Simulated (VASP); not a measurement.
# H2C7 in VASP: further runs, part 3 of 4

VASP 6.6.1.

## (5) Single point, PBE

File INCAR:

```
SYSTEM = H2C7
PREC = Accurate ; ENCUT = 520
EDIFF = 1E-7 ; ISMEAR = 0
SIGMA = 0.05 ; LREAL = Auto
LASPH = .TRUE. ; NELM = 80
ALGO = Normal ; ISIF = 2
LWAVE = .FALSE. ; LCHARG = .FALSE.
LDIPOL = .TRUE. ; IDIPOL = 3
DIPOL = 0.5 0.5 0.346 ; GGA = PE
NBANDS = 84
```

File KPOINTS:

```
regular mesh
0
G
  5 5 1
  0 0 0
```

File POSCAR:

```
H2C7
1.0
    5.0508284795      0.0000000000      0.0000000000
    0.0000000000      5.0508284795      0.0000000000
    0.0000000000      0.0000000000     18.8596184069
C H
28 8
Direct
    0.5000000000      0.5000000000      0.2466861049
    0.5000000000      0.0000000000      0.2466861049
    0.0000000000      0.5000000000      0.2466861049
    0.0000000000      0.0000000000      0.2466861049
    0.7500000000      0.5000000000      0.2940289910
    0.7500000000      0.0000000000      0.2940289910
    0.2500000000      0.5000000000      0.2940289910
    0.2500000000      0.0000000000      0.2940289910
    0.7500000000      0.7500000000      0.3413718772
    0.7500000000      0.2500000000      0.3413718772
    0.2500000000      0.7500000000      0.3413718772
    0.2500000000      0.2500000000      0.3413718772
   -0.0025026986      0.7500000000      0.3908475130
   -0.0018587950      0.2500000000      0.3910849246
    0.5007751417      0.7500000000      0.3829608186
    0.5013429891      0.2500000000      0.3832028057
   -0.0032217333     -0.0011430479      0.4400034413
   -0.0032217333      0.5011430479      0.4400034413
    0.5030316755     -0.0022413710      0.4260223535
    0.5030316755      0.5022413710      0.4260223535
    0.2637754711     -0.0025303544      0.4796811248
    0.2637754711      0.5025303544      0.4796811248
    0.7296959994     -0.0005575774      0.4826782335
    0.7296959994      0.5005575774      0.4826782335
    0.3643411862      0.2500000000      0.5064511484
    0.3622688078      0.7500000000      0.5141925563
    0.6333948032      0.2500000000      0.5178857730
    0.6341417269      0.7500000000      0.5188661509
    0.5000000000      0.6422973790      0.2067119476
    0.5000000000      0.3577026210      0.2067119476
    0.5000000000      0.1422973790      0.2067119476
    0.5000000000     -0.1422973790      0.2067119476
    0.0000000000      0.3577812996      0.2066501452
    0.0000000000      0.6422187004      0.2066501452
    0.0000000000     -0.1422187004      0.2066501452
    0.0000000000      0.1422187004      0.2066501452
```

Potentials or basis: VASP PAW PBE potentials, release 64 (C, H).

Launch:

```bash
$ cat potpaw_PBE.64/C/POTCAR potpaw_PBE.64/H/POTCAR > POTCAR
$ mpirun -np 1 vasp_std > vasp.out
```

OUTCAR:

```text
SYSTEM = H2C7
   PREC = Accurate
   ENCUT = 520
   EDIFF = 1E-7
   ISMEAR = 0
   LREAL = Auto
   LASPH = .TRUE.
   NELM = 80
   ISIF = 2
   GGA = PE

 ion  position               nearest neighbor table
   1  0.500  0.500  0.247-  29 1.04  30 1.04   5 1.55   7 1.55
   2  0.500  0.000  0.247-  31 1.04  32 1.04   6 1.55   8 1.55
   3  0.000  0.500  0.247-  33 1.04  34 1.04   5 1.55   7 1.55
   4  0.000  0.000  0.247-  35 1.04  36 1.04   6 1.55   8 1.55
   5  0.750  0.500  0.294-   1 1.55   3 1.55   9 1.55  10 1.55
   6  0.750  0.000  0.294-   2 1.55   4 1.55   9 1.55  10 1.55
[... 16 lines left out ...]
  23  0.730  0.999  0.483-  27 1.51  28 1.51  19 1.57  17 1.57
  24  0.730  0.501  0.483-  27 1.51  28 1.51  20 1.57  18 1.57
  25  0.364  0.250  0.506-  27 1.38  22 1.46  21 1.46
  26  0.362  0.750  0.514-  28 1.38  22 1.49  21 1.49
  27  0.633  0.250  0.518-  25 1.38  24 1.51  23 1.51
  28  0.634  0.750  0.519-  26 1.38  24 1.51  23 1.51
  29  0.500  0.642  0.207-   1 1.04
  30  0.500  0.358  0.207-   1 1.04
  31  0.500  0.142  0.207-   2 1.04
  32  0.500  0.858  0.207-   2 1.04
  33  0.000  0.358  0.207-   3 1.04
  34  0.000  0.642  0.207-   3 1.04
  35  0.000  0.858  0.207-   4 1.04
  36  0.000  0.142  0.207-   4 1.04

  LATTYP: Found a simple tetragonal cell.
 ALAT       =     5.0508284795
 C/A-ratio  =     3.7339653254

  Lattice vectors:

 A1 = (   5.0508284795,   0.0000000000,   0.0000000000)
 A2 = (   0.0000000000,   5.0508284795,   0.0000000000)
 A3 = (   0.0000000000,   0.0000000000,  18.8596184069)

Analysis of symmetry for initial positions (statically):
=====================================================================
 Subroutine PRICEL returns:
 Original cell was already a primitive cell.

 Routine SETGRP: Setting up the symmetry group for a
 simple tetragonal supercell.

 Subroutine GETGRP returns: Found  2 space group operations
 (whereof  1 operations were pure point group operations)
 out of a pool of 16 trial point group operations.

The static configuration has the point symmetry C_1 .
 The point group associated with its full space group is C_1h.

[... 198 lines left out ...]
  energy-cutoff  :      520.00
  volume of cell :      481.13
 maximum number of plane-waves:     12993
 NGX is ok and might be reduce to    40
   NGX = 19   NGY = 19   NGZ = 71

 dipolmoment           0.000000      0.000000     -0.000242 electrons x Angstroem

 number of electron     120.0000005 magnetization

 dipolmoment           0.000000      0.000000      0.520922 electrons x Angstroem

 Free energy of the ion-electron system (eV)
  ---------------------------------------------------
  ext. energy  EPLUGINS =         0.00000000
  ---------------------------------------------------
  free energy    TOTEN  =      -267.13082246 eV

  energy without entropy =     -267.13082246  energy(sigma->0) =     -267.13082246

 E-fermi :   1.4229     XC(G=0):  -5.6581

 val. band max:        1.1773288064   @ k =   0.0000   0.2000   0.0000
 cond. band min:       2.4273514190   @ k =   0.0000   0.0000   0.0000
 fundamental gap:      1.2500226126
 Fermi energy:         1.4228829850

 k-point     1 :       0.0000    0.0000    0.0000
  band No.  band energies     occupation
      1     -20.6179      2.00000
      2     -18.9578      2.00000
      3     -16.6116      2.00000
      4     -16.2370      2.00000
      5     -16.1989      2.00000
      6     -15.9136      2.00000
[... 664 lines left out ...]
     71       6.7201      0.00000
     72       6.7924      0.00000
 [bands above 72 left out]

------------------------ aborting loop because EDIFF is reached ----------------------------------------

 vacuum level on the upper side and lower side of the slab       (xc-potential included)         1.650        -1.922

  FORCE on cell =-STRESS in cart. coord.  units (eV):
  Direction    XX          YY          ZZ          XY          YZ          ZX
  --------------------------------------------------------------------------------------
  -------------------------------------------------------------------------------------
  Total       -0.8869491     75.0028626     13.1290741      0.0000000      0.0000000      0.0373796
  in kB       -2.9535964    249.7642520     43.7206430      0.0000000      0.0000000      0.1244764
  external PRESSURE =      96.8437662 kB  Pullay stress =       0.0000000 kB

 VOLUME and BASIS-vectors are now :
 -----------------------------------------------------------------------------
  energy-cutoff  :      520.00
  volume of cell :      481.13
      direct lattice vectors                 reciprocal lattice vectors
     5.050828479  0.000000000  0.000000000     0.197987321  0.000000000  0.000000000
     0.000000000  5.050828479  0.000000000     0.000000000  0.197987321  0.000000000
     0.000000000  0.000000000 18.859618407     0.000000000  0.000000000  0.053023342

 POSITION                                       TOTAL-FORCE (eV/Angst)
 -----------------------------------------------------------------------------------
      2.52541      2.52541      4.65241         0.011770     -0.005177      1.831510
      2.52541      0.00000      4.65241         0.011770      0.005177      1.831510
      0.00000      2.52541      4.65241        -0.010675     -0.003548      1.645916
      0.00000      0.00000      4.65241        -0.010675      0.003548      1.645916
      3.78812      2.52541      5.54527         0.709365      0.000240     -1.950550
      3.78812      0.00000      5.54527         0.709365     -0.000240     -1.950550
[... 28 lines left out ...]
      0.00000      4.33251      3.89734         0.002877     -0.026854     -0.014976
      0.00000      0.71832      3.89734         0.001586      0.026182     -0.015595
 -----------------------------------------------------------------------------------
    total drift:                               -0.000639      0.000000     -0.005011

  FREE ENERGIE OF THE ION-ELECTRON SYSTEM (eV)
  ---------------------------------------------------
  free  energy   TOTEN  =      -267.1308224598 eV

  energy  without entropy=     -267.1308224598  energy(sigma->0) =     -267.13082246

 vacuum level on the upper side and lower side of the slab         6.579         2.904
```

OSZICAR:

```text
N       E                     dE             d eps       ncg     rms          rms(c)
DAV:   1     0.853491469793E+03    0.85349E+03   -0.55643E+04  1512   0.124E+03
DAV:   2    -0.178539487663E+03   -0.10320E+04   -0.97918E+03  2104   0.300E+02
DAV:   3    -0.281719802464E+03   -0.10318E+03   -0.10214E+03  1848   0.943E+01
[... 20 lines left out ...]
DAV:  24    -0.267130820923E+03   -0.10196E-04   -0.14462E-06  1256   0.212E-03    0.816E-04
DAV:  25    -0.267130821655E+03   -0.73215E-06   -0.78156E-08  1312   0.104E-03    0.772E-04
DAV:  26    -0.267130822173E+03   -0.51787E-06   -0.45790E-08  1248   0.116E-03    0.251E-04
DAV:  27    -0.267130822382E+03   -0.20859E-06   -0.48376E-08  1192   0.714E-04    0.127E-04
DAV:  28    -0.267130822460E+03   -0.78245E-07   -0.67348E-09  1248   0.284E-04
   1 F= -.26713082E+03 E0= -.26713082E+03  d E =-.237990E-12
```

stdout:

```text
POSCAR found type information on POSCAR C H
 POSCAR found :  2 types and      36 ions
 scaLAPACK will be used
 LDA part: xc-table for (Slater+PW92), standard interpolation
 POSCAR, INCAR and KPOINTS ok, starting setup
 FFT: planning ... GRIDC
 FFT: planning ... GRID_SOFT
 FFT: planning ... GRID
 WAVECAR not read
 entering main loop
```

Run time: 11 min. Hardware: 1 thread of Intel Xeon Platinum 8488C (Sapphire Rapids), shared host; peak memory 0.63 GiB.

Results:

```
Free energy            : -267.1308 eV
Largest force          : 4.201 eV/Å
Band gap on the k mesh : 1.25 eV
```

Forces on the atoms (eV/Å):
```
C    0.012 -0.005  1.832
C    0.012  0.005  1.832
C   -0.011 -0.004  1.646
C   -0.011  0.004  1.646
C    0.709  0.000 -1.951
C    0.709  0.000 -1.951
C   -0.707  0.003 -1.869
C   -0.707 -0.003 -1.869
C    0.910  0.000 -1.521
C    0.918  0.000 -1.379
C   -0.981  0.000 -1.211
C   -0.856  0.000 -1.051
C    0.007  0.000 -0.006
C   -0.003  0.000 -0.002
C   -0.002  0.000 -0.002
C    0.003  0.000 -0.007
C    0.006  0.000  0.012
C    0.006  0.000  0.012
C   -0.008  0.006 -0.004
C   -0.008 -0.006 -0.004
C   -0.036  0.001  0.003
C   -0.036 -0.001  0.003
C    0.038 -0.001  0.000
C    0.038  0.001  0.000
C   -0.045  0.000  4.201
C   -0.062  0.000  1.654
C    0.048  0.000  0.054
C    0.059  0.000  0.034
H   -0.002  0.023 -0.010
H   -0.003 -0.023 -0.011
H   -0.003  0.023 -0.011
H   -0.002 -0.023 -0.010
H    0.002 -0.026 -0.016
H    0.003  0.027 -0.015
H    0.003 -0.027 -0.015
H    0.002  0.026 -0.016
```

## (6) Single point, PBE

File INCAR:

```
PREC = Accurate
ENCUT = 520
EDIFF = 1E-7
ISMEAR = 0
SIGMA = 0.05
LREAL = Auto
LASPH = True
NELM = 60
ALGO = Normal
ISIF = 2
LWAVE = False
LCHARG = True
LDIPOL = True
IDIPOL = 3
DIPOL = 0.5 0.5 0.347
GGA = PE
LELF = True
LVHAR = True
LVACPOTAV = True
NBANDS = 84
```

File KPOINTS:

```
regular mesh
0
Gamma
  5 5 1
```

File POSCAR:

```
H2C7
1.0
    5.0508284795      0.0000000000      0.0000000000
    0.0000000000      5.0508284795      0.0000000000
    0.0000000000      0.0000000000     18.8596184069
C H
28 8
Direct
    0.5000000000      0.5000000000      0.2466861049
    0.5000000000      0.0000000000      0.2466861049
    0.0000000000      0.5000000000      0.2466861049
    0.0000000000      0.0000000000      0.2466861049
    0.7500000000      0.5000000000      0.2940289910
    0.7500000000      0.0000000000      0.2940289910
    0.2500000000      0.5000000000      0.2940289910
    0.2500000000      0.0000000000      0.2940289910
    0.7500000000      0.7500000000      0.3413718772
    0.7500000000      0.2500000000      0.3413718772
    0.2500000000      0.7500000000      0.3413718772
    0.2500000000      0.2500000000      0.3413718772
   -0.0017850987      0.7500000000      0.3917424691
   -0.0002236961      0.2500000000      0.3923524322
    0.5000941789      0.7500000000      0.3838904124
    0.5010961654      0.2500000000      0.3847797105
   -0.0014077439     -0.0032227440      0.4419309268
   -0.0014077439      0.5032227440      0.4419309268
    0.5006937931     -0.0065376058      0.4283400793
    0.5006937931      0.5065376058      0.4283400793
    0.2658588488     -0.0067119141      0.4836924016
    0.2658588488      0.5067119141      0.4836924016
    0.7311496293     -0.0017779769      0.4847711188
    0.7311496293      0.5017779769      0.4847711188
    0.3654949791      0.2500000000      0.5064511484
    0.3599140332      0.7500000000      0.5293042088
    0.6344503645      0.2500000000      0.5190636707
    0.6342628807      0.7500000000      0.5214123651
    0.5000000000      0.6422973790      0.2067119476
    0.5000000000      0.3577026210      0.2067119476
    0.5000000000      0.1422973790      0.2067119476
    0.5000000000     -0.1422973790      0.2067119476
    0.0000000000      0.3577812996      0.2066501452
    0.0000000000      0.6422187004      0.2066501452
    0.0000000000     -0.1422187004      0.2066501452
    0.0000000000      0.1422187004      0.2066501452
```

Potentials or basis: VASP PAW PBE potentials, release 64 (C, H).

Launch:

```bash
$ cat potpaw_PBE.64/C/POTCAR potpaw_PBE.64/H/POTCAR > POTCAR
$ mpirun -np 1 vasp_std > vasp.out
```

OUTCAR:

```text
PREC = Accurate
   ENCUT = 520
   EDIFF = 1E-7
   ISMEAR = 0
   LREAL = Auto
   LASPH = True
   NELM = 60
   ISIF = 2
   GGA = PE

 ion  position               nearest neighbor table
   1  0.500  0.500  0.247-  29 1.04  30 1.04   5 1.55   7 1.55
   2  0.500  0.000  0.247-  31 1.04  32 1.04   6 1.55   8 1.55
   3  0.000  0.500  0.247-  33 1.04  34 1.04   5 1.55   7 1.55
   4  0.000  0.000  0.247-  35 1.04  36 1.04   6 1.55   8 1.55
   5  0.750  0.500  0.294-   1 1.55   3 1.55   9 1.55  10 1.55
   6  0.750  0.000  0.294-   2 1.55   4 1.55   9 1.55  10 1.55
[... 16 lines left out ...]
  23  0.731  0.998  0.485-  27 1.51  28 1.51  17 1.57  19 1.58
  24  0.731  0.502  0.485-  27 1.51  28 1.51  18 1.57  20 1.58
  25  0.365  0.250  0.506-  27 1.38  22 1.46  21 1.46
  26  0.360  0.750  0.529-  28 1.39  22 1.57  21 1.57
  27  0.634  0.250  0.519-  25 1.38  24 1.51  23 1.51
  28  0.634  0.750  0.521-  26 1.39  24 1.51  23 1.51
  29  0.500  0.642  0.207-   1 1.04
  30  0.500  0.358  0.207-   1 1.04
  31  0.500  0.142  0.207-   2 1.04
  32  0.500  0.858  0.207-   2 1.04
  33  0.000  0.358  0.207-   3 1.04
  34  0.000  0.642  0.207-   3 1.04
  35  0.000  0.858  0.207-   4 1.04
  36  0.000  0.142  0.207-   4 1.04

  LATTYP: Found a simple tetragonal cell.
 ALAT       =     5.0508284795
 C/A-ratio  =     3.7339653254

  Lattice vectors:

 A1 = (   5.0508284795,   0.0000000000,   0.0000000000)
 A2 = (   0.0000000000,   5.0508284795,   0.0000000000)
 A3 = (   0.0000000000,   0.0000000000,  18.8596184069)

Analysis of symmetry for initial positions (statically):
=====================================================================
 Subroutine PRICEL returns:
 Original cell was already a primitive cell.

 Routine SETGRP: Setting up the symmetry group for a
 simple tetragonal supercell.

 Subroutine GETGRP returns: Found  2 space group operations
 (whereof  1 operations were pure point group operations)
 out of a pool of 16 trial point group operations.

The static configuration has the point symmetry C_1 .
 The point group associated with its full space group is C_1h.

Analysis of symmetry for dynamics (positions and initial velocities):
[... 195 lines left out ...]
 non-spin polarized calculation
 Gauss-broadening in eV      SIGMA  =   0.05
  energy-cutoff  :      520.00
  volume of cell :      481.13
 maximum number of plane-waves:     12993
 NGX is ok and might be reduce to    40
   NGX = 19   NGY = 19   NGZ = 71

 dipolmoment           0.000000      0.000000     -0.000229 electrons x Angstroem

 number of electron     120.0000003 magnetization

 dipolmoment           0.000000      0.000000      0.538433 electrons x Angstroem

 Free energy of the ion-electron system (eV)
  ---------------------------------------------------
  ext. energy  EPLUGINS =         0.00000000
  ---------------------------------------------------
  free energy    TOTEN  =      -267.01584727 eV

  energy without entropy =     -267.01584727  energy(sigma->0) =     -267.01584727

 E-fermi :   1.3200     XC(G=0):  -5.6923

 val. band max:        1.0320665872   @ k =   0.4000   0.2000   0.0000
 cond. band min:       2.1624555436   @ k =   0.4000   0.0000   0.0000
 fundamental gap:      1.1303889565
 Fermi energy:         1.3199674458

 k-point     1 :       0.0000    0.0000    0.0000
  band No.  band energies     occupation
      1     -20.4069      2.00000
      2     -18.8864      2.00000
      3     -16.5735      2.00000
      4     -16.0408      2.00000
      5     -15.9955      2.00000
      6     -15.7427      2.00000
[... 664 lines left out ...]
     71       6.6044      0.00000
     72       6.7523      0.00000
 [bands above 72 left out]

------------------------ aborting loop because EDIFF is reached ----------------------------------------

  FORCE on cell =-STRESS in cart. coord.  units (eV):
  Direction    XX          YY          ZZ          XY          YZ          ZX
  --------------------------------------------------------------------------------------
  -------------------------------------------------------------------------------------
  Total       -3.2236067     71.6135668      0.1657372      0.0000000      0.0000000     -0.0120779
  in kB      -10.7348131    238.4776836      0.5519154      0.0000000      0.0000000     -0.0402202
  external PRESSURE =      76.0982619 kB  Pullay stress =       0.0000000 kB

 VOLUME and BASIS-vectors are now :
 -----------------------------------------------------------------------------
  energy-cutoff  :      520.00
  volume of cell :      481.13
      direct lattice vectors                 reciprocal lattice vectors
     5.050828479  0.000000000  0.000000000     0.197987321  0.000000000  0.000000000
     0.000000000  5.050828479  0.000000000     0.000000000  0.197987321  0.000000000
     0.000000000  0.000000000 18.859618407     0.000000000  0.000000000  0.053023342

 POSITION                                       TOTAL-FORCE (eV/Angst)
 -----------------------------------------------------------------------------------
      2.52541      2.52541      4.65241         0.005529     -0.012742      1.837239
      2.52541      0.00000      4.65241         0.005529      0.012742      1.837239
      0.00000      2.52541      4.65241        -0.003837     -0.015404      1.659113
      0.00000      0.00000      4.65241        -0.003837      0.015404      1.659113
      3.78812      2.52541      5.54527         0.659585      0.003365     -1.760698
      3.78812      0.00000      5.54527         0.659585     -0.003365     -1.760698
[... 28 lines left out ...]
      0.00000      4.33251      3.89734         0.002970     -0.027401     -0.012697
      0.00000      0.71832      3.89734         0.000496      0.025010     -0.015785
 -----------------------------------------------------------------------------------
    total drift:                               -0.011041      0.000000      0.030491

  FREE ENERGIE OF THE ION-ELECTRON SYSTEM (eV)
  ---------------------------------------------------
  free  energy   TOTEN  =      -267.0158472683 eV

  energy  without entropy=     -267.0158472683  energy(sigma->0) =     -267.01584727

 vacuum level on the upper side and lower side of the slab         6.786         2.967
```

Wall time 15 min (1 thread of Intel Xeon Platinum 8488C (Sapphire Rapids), shared host); peak memory 0.63 GiB.

Results:

```yaml
Free_energy: -267.0158 eV
Largest_force: 4.717 eV/Å
Band_gap_on_the_k_mesh: 1.13 eV (least direct gap 1.23 eV)
```

Forces on the atoms (eV/Å):
```
C    0.006 -0.013  1.837
C    0.006  0.013  1.837
C   -0.004 -0.015  1.659
C   -0.004  0.015  1.659
C    0.660  0.003 -1.761
C    0.660 -0.003 -1.761
C   -0.656  0.007 -1.728
C   -0.656 -0.007 -1.728
C    0.809  0.000 -0.879
C    0.750  0.000 -0.422
C   -0.933  0.000 -0.735
C   -0.635  0.000 -0.294
C    0.007  0.000  0.003
C    0.004  0.000 -0.011
C   -0.004  0.000  0.002
C   -0.005  0.000  0.010
C   -0.005  0.008  0.014
C   -0.005 -0.008  0.014
C    0.000  0.009 -0.012
C    0.000 -0.009 -0.012
C   -0.029 -0.024 -0.004
C   -0.029  0.024 -0.004
C    0.031 -0.004  0.002
C    0.031  0.004  0.002
C   -0.047  0.000  4.717
C   -0.050  0.000 -2.380
C    0.049  0.000  0.043
C    0.049  0.000  0.035
H    0.000  0.024 -0.011
H   -0.002 -0.024 -0.014
H   -0.002  0.024 -0.014
H    0.000 -0.024 -0.011
H    0.000 -0.025 -0.016
H    0.003  0.027 -0.013
H    0.003 -0.027 -0.013
H    0.000  0.025 -0.016
```

(Part 3 of 4 ends here.)
